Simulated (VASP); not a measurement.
# LiTmH4 (P4mm) in VASP: single point with PBE

Aim: the single point of LiTmH4 with PBE.

Everything below comes from runs of VASP 6.6.1. Logs are shortened: lines on timing, memory, paths and dates and some standing lists are left out, and cuts for length are marked.

## 1. The cell of the first run

Symmetry: P4mm, No. 99, tetragonal system. Conventional cell: a = 3.306 Å, b = 3.306 Å, c = 6.634 Å, α = 90.00°, β = 90.00°, γ = 90.00°. Within 2.8 Å of Li (site symmetry 4mm) lie 8 H at 2.12 to 2.73 Å. Tm (site symmetry 4mm) has 8 H at 2.19 to 2.79 Å within 2.9 Å. Within 1.2 Å of H (site symmetry m) lie 1 H at 0.90 Å.

The cell was generated, and may not be a known phase.

## 2. Single point, PBE

The input, INCAR:

```
PREC = Accurate
ENCUT = 750
EDIFF = 1E-6
ISMEAR = 0
SIGMA = 0.15
LREAL = False
LASPH = True
NELM = 200
ALGO = Normal
ISIF = 2
LWAVE = False
LCHARG = True
GGA = PE
LELF = True
LVHAR = True
NBANDS = 17
GGA_COMPAT = False
LMAXMIX = 6
```

The input, KPOINTS:

```
Automatic mesh
0
Gamma
  4 4 2
```

The input, POSCAR:

```
LiTmH4
1.0
    3.3056162466      0.0000000000      0.0000000000
    0.0000000000      3.3056162466      0.0000000000
    0.0000000000      0.0000000000      6.6335774257
Li Tm H
1 1 4
Direct
    0.5000000000      0.5000000000      0.8127139057
    0.5000000000      0.5000000000      0.2736795756
    0.8641492595      0.5000000000      0.5492333622
    0.1358507405      0.5000000000      0.5492333622
    0.5000000000      0.8641492595      0.5492333622
    0.5000000000      0.1358507405      0.5492333622
```

Potentials or basis: VASP PAW PBE potentials, release 64 (Li_sv, Tm_3, H), 4f in core.

Started as:

```sh
cat potpaw_PBE.64/Li_sv/POTCAR potpaw_PBE.64/Tm_3/POTCAR potpaw_PBE.64/H/POTCAR > POTCAR
mpirun -np 1 vasp_std > vasp.out
```

OUTCAR:

```text
PREC = Accurate
   ENCUT = 750
   EDIFF = 1E-6
   ISMEAR = 0
   LREAL = False
   LASPH = True
   NELM = 200
   ISIF = 2
   GGA = PE

 ion  position               nearest neighbor table
   1  0.500  0.500  0.813-   2 3.06
   2  0.500  0.500  0.274-   3 2.19   4 2.19   5 2.19   6 2.19   1 3.06
   3  0.864  0.500  0.549-   2 2.19
   4  0.136  0.500  0.549-   2 2.19
   5  0.500  0.864  0.549-   2 2.19
   6  0.500  0.136  0.549-   2 2.19

  LATTYP: Found a simple tetragonal cell.
 ALAT       =     3.3056162466
 C/A-ratio  =     2.0067596874

  Lattice vectors:

 A1 = (   3.3056162466,   0.0000000000,   0.0000000000)
 A2 = (   0.0000000000,   3.3056162466,   0.0000000000)
 A3 = (   0.0000000000,   0.0000000000,   6.6335774257)

Analysis of symmetry for initial positions (statically):
=====================================================================
 Subroutine PRICEL returns:
 Original cell was already a primitive cell.

 Routine SETGRP: Setting up the symmetry group for a
 simple tetragonal supercell.

 Subroutine GETGRP returns: Found  8 space group operations
 (whereof  8 operations were pure point group operations)
 out of a pool of 16 trial point group operations.

The static configuration has the point symmetry C_4v.

Analysis of symmetry for dynamics (positions and initial velocities):
=====================================================================
 Subroutine PRICEL returns:
 Original cell was already a primitive cell.

 Routine SETGRP: Setting up the symmetry group for a
 simple tetragonal supercell.

 Subroutine GETGRP returns: Found  8 space group operations
 (whereof  8 operations were pure point group operations)
 out of a pool of 16 trial point group operations.

The dynamic configuration has the point symmetry C_4v.

 Subroutine INISYM returns: Found  8 space group operations
 (whereof  8 operations are pure point group operations),
 and found     1 'primitive' translations

----------------------------------------------------------------------------------------

                                     Primitive cell

  volume of cell :      72.4858

  direct lattice vectors                    reciprocal lattice vectors
     3.305616247  0.000000000  0.000000000     0.302515454  0.000000000  0.000000000
     0.000000000  3.305616247  0.000000000     0.000000000  0.302515454  0.000000000
     0.000000000  0.000000000  6.633577426     0.000000000  0.000000000  0.150748222

  length of vectors
     3.305616247  3.305616247  6.633577426     0.302515454  0.302515454  0.150748222

  position of ions in fractional coordinates (direct lattice)
     0.500000000  0.500000000  0.812713906
     0.500000000  0.500000000  0.273679576
     0.864149260  0.500000000  0.549233362
     0.135850740  0.500000000  0.549233362
     0.500000000  0.864149260  0.549233362
     0.500000000  0.135850740  0.549233362

  ion indices of the primitive-cell ions
   primitive index   ion index
                 1           1
                 2           2
                 3           3
                 4           4
                 5           5
                 6           6

----------------------------------------------------------------------------------------

 KPOINTS: Automatic mesh

Automatic generation of k-mesh.
 Grid dimensions read from file:
 generate k-points for:    4    4    2

 Generating k-lattice:

  Cartesian coordinates                     Fractional coordinates (reciprocal lattice)
     0.075628864  0.000000000  0.000000000     0.250000000  0.000000000  0.000000000
     0.000000000  0.075628864  0.000000000     0.000000000  0.250000000  0.000000000
     0.000000000  0.000000000  0.075374111     0.000000000  0.000000000  0.500000000

  Length of vectors
     0.075628864  0.075628864  0.075374111

  Shift w.r.t. Gamma in fractional coordinates (k-lattice)
     0.000000000  0.000000000  0.000000000

 Subroutine IBZKPT returns following result:
 ===========================================

 Found     12 irreducible k-points:

 Following reciprocal coordinates:
            Coordinates               Weight
  0.000000  0.000000  0.000000      1.000000
  0.250000  0.000000  0.000000      4.000000
  0.500000  0.000000  0.000000      2.000000
  0.250000  0.250000  0.000000      4.000000
  0.500000  0.250000  0.000000      4.000000
  0.500000  0.500000  0.000000      1.000000
  0.000000  0.000000  0.500000      1.000000
  0.250000  0.000000  0.500000      4.000000
  0.500000  0.000000  0.500000      2.000000
  0.250000  0.250000  0.500000      4.000000
  0.500000  0.250000  0.500000      4.000000
  0.500000  0.500000  0.500000      1.000000
   k-points           NKPTS =     12   k-points in BZ     NKDIM =     12   number of bands    NBANDS=     17
   number of dos      NEDOS =    301   number of ions     NIONS =      6
   total plane-waves  NPLWV =  54000
   dimension x,y,z NGX =    30 NGY =   30 NGZ =   60
   dimension x,y,z NGXF=    60 NGYF=   60 NGZF=  120
   ions per type =               1   1   4
   NGX,Y,Z   is equivalent  to a cutoff of  15.09, 15.09, 15.04 a.u.
   NGXF,Y,Z  is equivalent  to a cutoff of  30.18, 30.18, 30.07 a.u.
 SYSTEM =  unknown system
   PREC   = accura    normal or accurate (medium, high low for compatibility)
   ISTART =      0    job   : 0-new  1-cont  2-samecut
   ICHARG =      2    charge: 1-file 2-atom 10-const
   ISPIN  =      1    spin polarized calculation?
   LNONCOLLINEAR =      F non collinear calculations
   LSORBIT =      F    spin-orbit coupling
   LASPH  =      T    aspherical Exc in radial PAW
   ENCUT  =  750.0 eV  55.12 Ry    7.42 a.u.   7.38  7.38 14.81*2*pi/ulx,y,z
   NELM   =    200;   NELMIN=  2; NELMDL= -5     # of ELM steps
   EDIFF  = 0.1E-05   stopping-criterion for ELM
   LREAL  =      F    real-space projection
   EDIFFG = 0.1E-04   stopping-criterion for IOM
   NSW    =      0    number of steps for IOM
   IBRION =     -1    ionic relax: 0-MD 1-quasi-New 2-CG
   NFREE  =      0    steps in history (QN), initial steepest desc. (CG)
   ISIF   =      2    stress and relaxation
   ISYM   =      2    0-nonsym 1-usesym 2-fastsym
   POTIM  = 0.5000    time-step for ionic-motion
   TEBEG  =    0.0;   TEEND  =   0.0 temperature during run
   PSTRESS=    0.0 pullay stress
   NELECT =      16.0000    total number of electrons
   NUPDOWN=      -1.0000    fix difference up-down
   EMIN   =  10.00;   EMAX   =-10.00  energy-range for DOS
   EFERMI =   0.00;   METHOD = LEGACY
   ISMEAR =     0;   SIGMA  =   0.15  broadening in eV -4-tet -1-fermi 0-gaus
   EFERMI_NEDOS =   21; number of points for ismear=-14 and -15
   IALGO  =     38    algorithm
   IMIX   =      4    mixing-type and parameters
     AMIX     =   0.40;   BMIX     =  1.00
     AMIX_MAG =   1.60;   BMIX_MAG =  1.00
  volume/ion in A,a.u.               =      12.08        81.53
  Fermi-wavevector in a.u.,A,eV,Ry     =   0.989382  1.869661 13.318422  0.978876
  Thomas-Fermi vector in A             =   2.120977
   LORBIT       =      0    0 simple, 1 ext, 2 COOP (PROOUT), +10 PAW based schemes
   GGA     = PE    functional components
   LHFCALC =     F    Hartree Fock is set to
   AEXX    =    0.0000 exact exchange contribution
   IVDW    =     0    specifies the selected vdW correction
   LEPSILON=     F    determine dielectric tensor
   LRPA    =     F    only Hartree local field effects (RPA)
 non-spin polarized calculation
 Gauss-broadening in eV      SIGMA  =   0.15
  energy-cutoff  :      750.00
  volume of cell :       72.49
 maximum number of plane-waves:      3429
 NGX is ok and might be reduce to    30
   NGX = 15   NGY = 15   NGZ = 29

 number of electron      15.9999998 magnetization

 Free energy of the ion-electron system (eV)
  ---------------------------------------------------
  ext. energy  EPLUGINS =         0.00000000
  ---------------------------------------------------
  free energy    TOTEN  =       -18.24445351 eV

  energy without entropy =      -18.24414199  energy(sigma->0) =      -18.24429775

 E-fermi :   1.8600     XC(G=0):  -8.3841

 val. band max:        1.5763950966   @ k =   0.5000   0.0000   0.5000
 cond. band min:       2.1711176898   @ k =   0.2500   0.2500   0.0000
 fundamental gap:      0.5947225932
 Fermi energy:         1.8600332961

 k-point     1 :       0.0000    0.0000    0.0000
  band No.  band energies     occupation
      1     -45.8812      2.00000
      2     -24.2261      2.00000
      3     -23.8616      2.00000
      4     -23.8616      2.00000
      5      -9.8419      2.00000
      6      -3.2170      2.00000
[... 9 lines left out ...]
     16       8.6489      0.00000
     17      11.1838      0.00000

 k-point     2 :       0.2500    0.0000    0.0000
  band No.  band energies     occupation
      1     -45.8801      2.00000
      2     -24.1932      2.00000
      3     -24.1144      2.00000
      4     -23.8404      2.00000
      5      -9.1692      2.00000
      6      -4.6281      2.00000
[... 9 lines left out ...]
     16       8.5314      0.00000
     17       9.9487      0.00000

 k-point     3 :       0.5000    0.0000    0.0000
  band No.  band energies     occupation
      1     -45.8789      2.00000
      2     -24.3574      2.00000
      3     -24.1580      2.00000
      4     -23.8190      2.00000
      5      -7.6153      2.00000
      6      -6.8646      2.00000
[... 152 lines left out ...]
 k-point    11 :       0.5000    0.2500    0.5000
  band No.  band energies     occupation
      1     -45.8778      2.00000
      2     -24.3264      2.00000
      3     -24.1274      2.00000
      4     -24.0615      2.00000
      5      -7.0706      2.00000
      6      -6.6182      2.00000
[... 9 lines left out ...]
     16       8.2888      0.00000
     17       8.9865      0.00000

 k-point    12 :       0.5000    0.5000    0.5000
  band No.  band energies     occupation
      1     -45.8767      2.00000
      2     -24.2952      2.00000
      3     -24.2952      2.00000
      4     -24.0947      2.00000
      5      -6.3226      2.00000
      6      -6.3226      2.00000
[... 9 lines left out ...]
     16       9.2515      0.00000
     17       9.2545      0.00000

------------------------ aborting loop because EDIFF is reached ----------------------------------------

  FORCE on cell =-STRESS in cart. coord.  units (eV):
  Direction    XX          YY          ZZ          XY          YZ          ZX
  --------------------------------------------------------------------------------------
  -------------------------------------------------------------------------------------
  Total        0.1332526      0.1332526      0.0597590      0.0000000      0.0000000      0.0000000
  in kB        2.9453285      2.9453285      1.3208732      0.0000000      0.0000000      0.0000000
  external PRESSURE =       2.4038434 kB  Pullay stress =       0.0000000 kB

 VOLUME and BASIS-vectors are now :
 -----------------------------------------------------------------------------
  energy-cutoff  :      750.00
  volume of cell :       72.49
      direct lattice vectors                 reciprocal lattice vectors
     3.305616247  0.000000000  0.000000000     0.302515454  0.000000000  0.000000000
     0.000000000  3.305616247  0.000000000     0.000000000  0.302515454  0.000000000
     0.000000000  0.000000000  6.633577426     0.000000000  0.000000000  0.150748222

 POSITION                                       TOTAL-FORCE (eV/Angst)
 -----------------------------------------------------------------------------------
      1.65281      1.65281      5.39120        -0.000000      0.000000     -0.009072
      1.65281      1.65281      1.81547        -0.000000      0.000000      0.000977
      2.85655      1.65281      3.64338         0.032438     -0.000000      0.002024
      0.44907      1.65281      3.64338        -0.032438      0.000000      0.002024
      1.65281      2.85655      3.64338        -0.000000      0.032438      0.002024
      1.65281      0.44907      3.64338         0.000000     -0.032438      0.002024
 -----------------------------------------------------------------------------------
    total drift:                                0.000000      0.000000     -0.000811

  FREE ENERGIE OF THE ION-ELECTRON SYSTEM (eV)
  ---------------------------------------------------
  free  energy   TOTEN  =       -18.2444535094 eV

  energy  without entropy=      -18.2441419933  energy(sigma->0) =      -18.24429775
```

It took 29 s on 1 thread of Intel Xeon 8259CL, shared host; peak memory 0.23 GiB.

Results:

```
Free energy            : -18.2445 eV
Pressure               : 0.2 GPa
Largest force          : 0.033 eV/Å
Band gap on the k mesh : 0.59 eV (least direct gap 0.74 eV)
```

Forces in eV/Å, atoms in the order of the input:
```
Li   0.000  0.000 -0.009
Tm   0.000  0.000  0.001
H    0.032  0.000  0.002
H   -0.032  0.000  0.002
H    0.000  0.032  0.002
H    0.000 -0.032  0.002
```

Levels at points of the mesh, in eV from the valence-band top:
| k point | band 4 | band 5 | band 6 | band 7 | band 8 | band 9 | band 10 | band 11 | band 12 | band 13 |
| --- | --- | --- | --- | --- | --- | --- | --- | --- | --- | --- |
| (0.00, 0.00, 0.00) | -25.44 | -11.42 | -4.79 | -3.15 | -1.28 | 0.72 | 1.98 | 1.98 | 2.05 | 5.78 |
| (0.50, 0.00, 0.00) | -25.40 | -9.19 | -8.44 | -0.56 | -0.43 | 0.92 | 2.25 | 2.71 | 3.26 | 3.83 |
| (0.50, 0.50, 0.00) | -25.67 | -7.89 | -7.89 | -3.31 | -1.24 | 1.30 | 1.30 | 3.29 | 4.07 | 5.34 |
| (0.00, 0.00, 0.50) | -25.44 | -11.41 | -4.79 | -3.56 | -0.79 | 0.68 | 1.89 | 1.89 | 2.69 | 5.79 |
| (0.50, 0.00, 0.50) | -25.40 | -9.19 | -8.45 | -0.73 | 0.00 | 0.74 | 1.80 | 2.64 | 3.27 | 3.74 |
| (0.50, 0.50, 0.50) | -25.67 | -7.90 | -7.90 | -3.34 | -1.20 | 2.08 | 2.08 | 3.26 | 3.26 | 3.33 |

Caveat: the k points lie up to 0.48 Å⁻¹ apart; spin-orbit coupling is left out, which moves the levels of the heavy elements; the 4f electrons are frozen in the core, so they carry no moment and show no levels. Spin polarisation is off, so any magnetic state and its effect on volume and gap are missing.
